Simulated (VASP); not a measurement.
## CaHfAs2: single point with LDA

CaHfAs2:

```
Ca Hf As
1.0
     3.92145    0.00000    0.00000
    -1.96073    3.39608    0.00000
     0.00000    0.00000    7.07738
Ca Hf As
1 1 2
Direct
  0.00000 0.00000 0.00000
  0.00000 0.00000 0.50000
  0.33333 0.66667 0.72193
  0.66667 0.33333 0.27807
```

* Program: VASP 6.6.1
* Task: single point
* Functional: LDA
* Potentials or basis: VASP PAW LDA potentials, release 64 (Ca_sv, Hf_pv, As)
* Cutoff: 520 eV
* k mesh: 12 × 12 × 8
* Occupations: gaussian, width 0.1 eV
* Spin: no spin polarisation
* Dipole correction: no
* Further INCAR settings: ALGO = Normal; EDIFF = 1e-06; NBANDS = 23

* Pressure: -5.3 GPa
* Largest force: 0.231 eV/Å
* Band gap on the k mesh: zero (band 15 reaches 4.91 eV, above the bottom of band 16 at 3.92 eV)

Forces on the atoms (eV/Å):
```
Ca   0.000  0.000  0.000
Hf   0.000  0.000  0.000
As   0.000  0.000 -0.231
As   0.000  0.000  0.231
```

Stress tensor (GPa, compression positive):
```
-5.21  0.00  0.00
 0.00 -5.21  0.00
 0.00  0.00 -5.55
```

Levels at points of the mesh, in eV from the Fermi level:
| k point | band 13 | band 14 | band 15 | band 16 | band 17 | band 18 |
| --- | --- | --- | --- | --- | --- | --- |
| (0.00, 0.00, 0.00) | -0.03 | -0.02 | 0.79 | 0.79 | 1.00 | 1.00 |
| (0.50, 0.00, 0.00) | -2.08 | -1.91 | -0.70 | -0.21 | 1.70 | 2.60 |
| (0.00, 0.00, 0.50) | -1.94 | 0.03 | 0.03 | 1.16 | 1.16 | 1.45 |
| (0.50, 0.00, 0.50) | -1.91 | -1.69 | -0.99 | 0.20 | 1.64 | 2.63 |

Run time: 7.5 min on 1 thread of AMD EPYC 7R13, on a shared host, peak memory 0.39 GiB.

Caveat: spin-orbit coupling is left out, which moves the levels of the heavy elements.
